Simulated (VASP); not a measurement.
# Si4NiPt3 (Cmm2) in VASP: relaxation of cell and atoms with PBE

Aim: the relaxation of cell and atoms of Si4NiPt3 with PBE.

All numbers are computed with VASP 6.6.1; they aren't measurements. Logs are shortened: lines on timing, memory, paths and dates and some standing lists are left out, and cuts for length are marked.

## Step 1: The cell of the first run

It takes space group Cmm2 (No. 35, orthorhombic). The conventional cell has a = 6.732 Å, b = 6.797 Å, c = 4.943 Å, α = 90.00°, β = 90.00°, γ = 90.00°. Within 3.1 Å of Si (site symmetry mm2) lie 2 Ni at 2.33 to 2.62 Å and 4 Pt at 2.56 Å and 4 Si at 2.84 Å. Within 3.2 Å of Si (site symmetry mm2) lie 6 Pt at 2.42 to 2.52 Å and 4 Si at 2.91 Å. Within 3.2 Å of Si (site symmetry 2) lie 4 Pt at 2.44 to 2.51 Å and 2 Ni at 2.52 Å and 4 Si at 2.84 to 2.91 Å. Within 3.1 Å of Ni (site symmetry mm2) lie 6 Si at 2.33 to 2.62 Å and 4 Pt at 2.93 Å. Pt (site symmetry mm2) has 6 Si at 2.42 to 2.52 Å and 4 Pt at 2.95 Å within 3.2 Å. Within 3.2 Å of Pt (site symmetry 2) lie 6 Si at 2.44 to 2.56 Å and 2 Ni at 2.93 Å and 2 Pt at 2.95 Å.

## Step 2: Relaxation of cell and atoms, PBE

INCAR

```
SYSTEM = Si4NiPt3
PREC     = Accurate       ! precision mode
ENCUT    = 600            ! plane-wave cutoff, eV
EDIFF    = 1E-6           ! SCF threshold, eV
ISMEAR   = 0              ! smearing method
SIGMA    = 0.1            ! smearing width, eV
LREAL    = .FALSE.        ! projectors in reciprocal space
LASPH    = .TRUE.         ! aspherical terms in the spheres
NELM     = 80             ! most SCF steps
ALGO     = Normal         ! electronic algorithm
ISIF     = 3              ! what is computed and relaxed
LWAVE    = .FALSE.        ! write WAVECAR
LCHARG   = .FALSE.        ! write CHGCAR
GGA      = PE             ! functional
IBRION   = 2              ! ionic algorithm
NSW      = 100            ! ionic steps
EDIFFG   = -0.01          ! ionic threshold
```

KPOINTS

```
Automatic mesh
0
G
  8 8 8
  0 0 0
```

POSCAR

```
Si4NiPt3
1.0
    3.3657888095     -3.3984770911      0.0000000000
    3.3657888095      3.3984770911      0.0000000000
    0.0000000000      0.0000000000      4.9425553044
Si Ni Pt
4 1 3
Direct
    0.0000000000      0.0000000000      0.1443179725
    0.5000000000      0.5000000000      0.1695841436
    0.5000000000      0.0000000000      0.8358168193
    0.0000000000      0.5000000000      0.8358168193
    0.0000000000      0.0000000000      0.6737468029
    0.5000000000      0.5000000000      0.6802211578
    0.5000000000      0.0000000000      0.3302481423
    0.0000000000      0.5000000000      0.3302481423
```

Potentials or basis: VASP PAW PBE potentials, release 64 (Si, Ni, Pt).

Command:

```bash
$ cat potpaw_PBE.64/Si/POTCAR potpaw_PBE.64/Ni/POTCAR potpaw_PBE.64/Pt/POTCAR > POTCAR
$ mpirun -np 1 vasp_std > vasp.out
```

OUTCAR:

```text
SYSTEM = Si4NiPt3
   PREC = Accurate
   ENCUT = 600
   EDIFF = 1E-6
   ISMEAR = 0
   LREAL = .FALSE.
   LASPH = .TRUE.
   NELM = 80
   ISIF = 3
   GGA = PE
   IBRION = 2
   NSW = 100
   EDIFFG = -0.01

 ion  position               nearest neighbor table
   1  0.000  0.000  0.144-   5 2.33   7 2.56   8 2.56   8 2.56   7 2.56   5 2.62   4 2.84   4 2.84
                             3 2.84   3 2.84
   2  0.500  0.500  0.170-   6 2.42   7 2.52   8 2.52   7 2.52   8 2.52   6 2.52   3 2.91   4 2.91
                             4 2.91   3 2.91
   3  0.500  0.000  0.836-   7 2.44   7 2.50   6 2.51   6 2.51   5 2.52   5 2.52   1 2.84   1 2.84
                             2 2.91   2 2.91
   4  0.000  0.500  0.836-   8 2.44   8 2.50   6 2.51   6 2.51   5 2.52   5 2.52   1 2.84   1 2.84
                             2 2.91   2 2.91
   5  0.000  0.000  0.674-   1 2.33   3 2.52   4 2.52   4 2.52   3 2.52   1 2.62   8 2.93   8 2.93
                             7 2.93   7 2.93
   6  0.500  0.500  0.680-   2 2.42   3 2.51   4 2.51   3 2.51   4 2.51   2 2.52   8 2.95   7 2.95
                             7 2.95   8 2.95
   7  0.500  0.000  0.330-   3 2.44   3 2.50   2 2.52   2 2.52   1 2.56   1 2.56   5 2.93   5 2.93
                             6 2.95   6 2.95   8 3.37   8 3.37   8 3.40   8 3.40
   8  0.000  0.500  0.330-   4 2.44   4 2.50   2 2.52   2 2.52   1 2.56   1 2.56   5 2.93   5 2.93
                             6 2.95   6 2.95   7 3.37   7 3.37   7 3.40   7 3.40

  LATTYP: Found a base centered orthorhombic cell.
 ALAT       =     6.7315776190
 B/A-ratio  =     1.0097119230
 C/A-ratio  =     0.7342343183

  Lattice vectors:

 A1 = (   3.3657888095,  -3.3984770911,   0.0000000000)
 A2 = (   3.3657888095,   3.3984770911,   0.0000000000)
 A3 = (   0.0000000000,   0.0000000000,   4.9425553044)

Analysis of symmetry for initial positions (statically):
=====================================================================
 Subroutine PRICEL returns:
 Original cell was already a primitive cell.

 Routine SETGRP: Setting up the symmetry group for a
 base centered orthorhombic supercell.

 Subroutine GETGRP returns: Found  4 space group operations
 (whereof  4 operations were pure point group operations)
 out of a pool of  8 trial point group operations.

The static configuration has the point symmetry C_2v.

Analysis of symmetry for dynamics (positions and initial velocities):
=====================================================================
 Subroutine PRICEL returns:
 Original cell was already a primitive cell.

 Routine SETGRP: Setting up the symmetry group for a
 base centered orthorhombic supercell.

 Subroutine GETGRP returns: Found  4 space group operations
 (whereof  4 operations were pure point group operations)
 out of a pool of  8 trial point group operations.

The dynamic configuration has the point symmetry C_2v.

 Subroutine INISYM returns: Found  4 space group operations
 (whereof  4 operations are pure point group operations),
 and found     1 'primitive' translations

----------------------------------------------------------------------------------------

                                     Primitive cell

  volume of cell :     113.0714

  direct lattice vectors                    reciprocal lattice vectors
     3.365788810 -3.398477091  0.000000000     0.148553587 -0.147124723  0.000000000
     3.365788810  3.398477091  0.000000000     0.148553587  0.147124723  0.000000000
     0.000000000  0.000000000  4.942555304     0.000000000  0.000000000  0.202324494

  length of vectors
     4.783114137  4.783114137  4.942555304     0.209078579  0.209078579  0.202324494

  position of ions in fractional coordinates (direct lattice)
     0.000000000  0.000000000  0.144317972
     0.500000000  0.500000000  0.169584144
     0.500000000  1.000000000  0.835816819
     1.000000000  0.500000000  0.835816819
     0.000000000  0.000000000  0.673746803
     0.500000000  0.500000000  0.680221158
     0.500000000  1.000000000  0.330248142
     1.000000000  0.500000000  0.330248142

  ion indices of the primitive-cell ions
   primitive index   ion index
                 1           1
[... 25 lines left out ...]

  Shift w.r.t. Gamma in fractional coordinates (k-lattice)
     0.000000000  0.000000000  0.000000000

 Subroutine IBZKPT returns following result:
 ===========================================

 Found    105 irreducible k-points:

 Following reciprocal coordinates:
            Coordinates               Weight
  0.000000  0.000000  0.000000      1.000000
  0.125000  0.000000  0.000000      4.000000
  0.250000  0.000000  0.000000      4.000000
  0.375000  0.000000  0.000000      4.000000
  0.500000  0.000000  0.000000      2.000000
  0.125000  0.125000  0.000000      2.000000
[... 16 lines left out ...]
  0.125000  0.000000  0.125000      8.000000
  0.250000  0.000000  0.125000      8.000000
 [... further k-points ...]
   k-points           NKPTS =    105   k-points in BZ     NKDIM =    105   number of bands    NBANDS=     33
   number of dos      NEDOS =    301   number of ions     NIONS =      8
   total plane-waves  NPLWV =  64000
   dimension x,y,z NGX =    40 NGY =   40 NGZ =   40
   dimension x,y,z NGXF=    80 NGYF=   80 NGZF=   80
   ions per type =               4   1   3
   NGX,Y,Z   is equivalent  to a cutoff of  13.90, 13.90, 13.45 a.u.
   NGXF,Y,Z  is equivalent  to a cutoff of  27.81, 27.81, 26.91 a.u.
 SYSTEM =  Si4NiPt3
   PREC   = accura    normal or accurate (medium, high low for compatibility)
   ISTART =      0    job   : 0-new  1-cont  2-samecut
   ICHARG =      2    charge: 1-file 2-atom 10-const
   ISPIN  =      1    spin polarized calculation?
   LNONCOLLINEAR =      F non collinear calculations
   LSORBIT =      F    spin-orbit coupling
   LASPH  =      T    aspherical Exc in radial PAW
   ENCUT  =  600.0 eV  44.10 Ry    6.64 a.u.   9.55  9.55  9.87*2*pi/ulx,y,z
   NELM   =     80;   NELMIN=  2; NELMDL= -5     # of ELM steps
   EDIFF  = 0.1E-05   stopping-criterion for ELM
   LREAL  =      F    real-space projection
   EDIFFG = -.1E-01   stopping-criterion for IOM
   NSW    =    100    number of steps for IOM
   IBRION =      2    ionic relax: 0-MD 1-quasi-New 2-CG
   NFREE  =      1    steps in history (QN), initial steepest desc. (CG)
   ISIF   =      3    stress and relaxation
   ISYM   =      2    0-nonsym 1-usesym 2-fastsym
   POTIM  = 0.5000    time-step for ionic-motion
   TEBEG  =    0.0;   TEEND  =   0.0 temperature during run
   PSTRESS=    0.0 pullay stress
   NELECT =      56.0000    total number of electrons
   NUPDOWN=      -1.0000    fix difference up-down
   EMIN   =  10.00;   EMAX   =-10.00  energy-range for DOS
   EFERMI =   0.00;   METHOD = LEGACY
   ISMEAR =     0;   SIGMA  =   0.10  broadening in eV -4-tet -1-fermi 0-gaus
   EFERMI_NEDOS =   21; number of points for ismear=-14 and -15
   IALGO  =     38    algorithm
   IMIX   =      4    mixing-type and parameters
     AMIX     =   0.40;   BMIX     =  1.00
     AMIX_MAG =   1.60;   BMIX_MAG =  1.00
  volume/ion in A,a.u.               =      14.13        95.38
  Fermi-wavevector in a.u.,A,eV,Ry     =   1.295249  2.447666 22.826085  1.677670
  Thomas-Fermi vector in A             =   2.426781
   LORBIT       =      0    0 simple, 1 ext, 2 COOP (PROOUT), +10 PAW based schemes
   GGA     = PE    functional components
   LHFCALC =     F    Hartree Fock is set to
   AEXX    =    0.0000 exact exchange contribution
   IVDW    =     0    specifies the selected vdW correction
   LEPSILON=     F    determine dielectric tensor
   LRPA    =     F    only Hartree local field effects (RPA)
 conjugate gradient relaxation of ions
 non-spin polarized calculation
 Gauss-broadening in eV      SIGMA  =   0.10
  energy-cutoff  :      600.00
  volume of cell :      113.07
 maximum number of plane-waves:      3807
 NGX is ok and might be reduce to    40
   NGX = 19   NGY = 19   NGZ = 19

--------------------------------------- Ionic step        1  -------------------------------------------

 number of electron      56.0000005 magnetization

 Free energy of the ion-electron system (eV)
  ---------------------------------------------------
  ext. energy  EPLUGINS =         0.00000000
  ---------------------------------------------------
  free energy    TOTEN  =       -49.75784602 eV

  energy without entropy =      -49.74806486  energy(sigma->0) =      -49.75295544

------------------------ aborting loop because EDIFF is reached ----------------------------------------

  FORCE on cell =-STRESS in cart. coord.  units (eV):
  Direction    XX          YY          ZZ          XY          YZ          ZX
  --------------------------------------------------------------------------------------
  -------------------------------------------------------------------------------------
  Total        0.0462545     -0.1827666      0.0404895      0.0000000      0.0000000      0.0000000
  in kB        0.6554083     -2.5897305      0.5737203      0.0000000      0.0000000      0.0000000
  external PRESSURE =      -0.4535339 kB  Pullay stress =       0.0000000 kB
[... 107 lines left out ...]
  FREE ENERGIE OF THE ION-ELECTRON SYSTEM (eV)
  ---------------------------------------------------
  free  energy   TOTEN  =       -49.7590261944 eV

  energy  without entropy=      -49.7494230785  energy(sigma->0) =      -49.75422464

[... ionic steps 4 to 9 ...]

--------------------------------------- Ionic step       10  -------------------------------------------

 number of electron      56.0000006 magnetization

------------------------ aborting loop because EDIFF is reached ----------------------------------------
[... 79 lines left out ...]
--------------------------------------- Ionic step       12  -------------------------------------------

 number of electron      56.0000006 magnetization

 Free energy of the ion-electron system (eV)
  ---------------------------------------------------
  ext. energy  EPLUGINS =         0.00000000
  ---------------------------------------------------
  free energy    TOTEN  =       -49.75943778 eV

  energy without entropy =      -49.74984257  energy(sigma->0) =      -49.75464018

 E-fermi :  11.3223     XC(G=0): -12.2731

 val. band max:       11.3217326329   @ k =  -0.3750   0.1250   0.0000
 cond. band min:      11.3384825507   @ k =  -0.2500   0.1250   0.0000
 fundamental gap:      0.0167499178
 Fermi energy:        11.3222615446

 k-point     1 :       0.0000    0.0000    0.0000
  band No.  band energies     occupation
      1      -2.2316      2.00000
      2       1.3269      2.00000
      3       1.6376      2.00000
      4       2.1827      2.00000
      5       4.3297      2.00000
      6       4.3304      2.00000
[... 853 lines left out ...]
     32      13.0898      0.00000
     33      13.2218      0.00000

 [... further k-points ...]

------------------------ aborting loop because EDIFF is reached ----------------------------------------

  FORCE on cell =-STRESS in cart. coord.  units (eV):
  Direction    XX          YY          ZZ          XY          YZ          ZX
  --------------------------------------------------------------------------------------
  -------------------------------------------------------------------------------------
  Total        0.0385733     -0.0026393     -0.0328472      0.0000000      0.0000000      0.0000000
  in kB        0.5464627     -0.0373903     -0.4653429      0.0000000      0.0000000      0.0000000
  external PRESSURE =       0.0145765 kB  Pullay stress =       0.0000000 kB
[... 23 lines left out ...]
  FREE ENERGIE OF THE ION-ELECTRON SYSTEM (eV)
  ---------------------------------------------------
  free  energy   TOTEN  =       -49.7594377848 eV

  energy  without entropy=      -49.7498425707  energy(sigma->0) =      -49.75464018

 reached required accuracy - stopping structural energy minimisation
```

It took 25 min on 1 thread of AMD EPYC 9R45 (Zen 5), shared host; peak memory 0.56 GiB.

Results:

| Property | Result |
| --- | --- |
| Free energy | -49.7594 eV |
| Relaxed volume | 14.14 Å³/atom |
| Relaxed cell | a = 4.783 Å, b = 4.783 Å, c = 4.944 Å, α = 90.00°, β = 90.00°, γ = 90.10° |
| Space group after relaxing (to 0.1 Å) | P4mm (No. 99) |
| Energy gained by relaxing | 0.2 meV/atom |
| Ionic steps | 12 |
| Pressure after relaxing | 0.0 GPa |
| Largest force after relaxing | 0.010 eV/Å |
| Band gap on the k mesh | zero (bands 28 and 29 overlap by 1.25 eV) |

Forces in eV/Å, atoms in the order of the input:
```
Si   0.000  0.000  0.000
Si   0.000  0.000 -0.004
Si   0.000  0.000  0.001
Si   0.000  0.000  0.001
Ni   0.000  0.000  0.002
Pt   0.000  0.000  0.010
Pt   0.000  0.000 -0.005
Pt   0.000  0.000 -0.005
```

Stress tensor (GPa, compression positive):
```
 0.05  0.00  0.00
 0.00  0.00  0.00
 0.00  0.00 -0.05
```

The path:
```
step  energy change (eV)  largest force (eV/Å)  pressure (GPa)  volume (Å³)
   1              0.0000                0.1159           -0.05       113.07
   2             -0.0010                0.0470            0.07       113.01
   3             -0.0012                0.0215            0.16       112.97
   4             -0.0013                0.0172           -0.19       113.21
   5             -0.0014                0.0149           -0.10       113.14
   6             -0.0015                0.0224            0.02       113.10
   7             -0.0015                0.0202           -0.07       113.11
   8             -0.0015                0.0139            0.23       112.98
   9             -0.0015                0.0174            0.11       113.05
  10             -0.0015                0.0069            0.09       113.05
  11             -0.0016                0.0138            0.06       113.06
  12             -0.0016                0.0099            0.00       113.09
```

Final structure:
```cif
data_structure
_symmetry_space_group_name_H-M 'P 1'
_symmetry_Int_Tables_number 1
_cell_length_a 4.7826
_cell_length_b 4.7826
_cell_length_c 4.9443
_cell_angle_alpha 90.000
_cell_angle_beta 90.000
_cell_angle_gamma 90.103
_cell_volume 113.09
loop_
_atom_site_label
_atom_site_type_symbol
_atom_site_fract_x
_atom_site_fract_y
_atom_site_fract_z
_atom_site_occupancy
Si1 Si 0.00000 0.00000 0.14643 1
Si2 Si 0.50000 0.50000 0.17042 1
Si3 Si 0.50000 0.00000 0.83497 1
Si4 Si 0.00000 0.50000 0.83497 1
Ni1 Ni 0.00000 0.00000 0.67323 1
Pt1 Pt 0.50000 0.50000 0.68052 1
Pt2 Pt 0.50000 0.00000 0.32973 1
Pt3 Pt 0.00000 0.50000 0.32973 1
```

Caveat: spin-orbit coupling is left out, which moves the levels of the heavy elements.
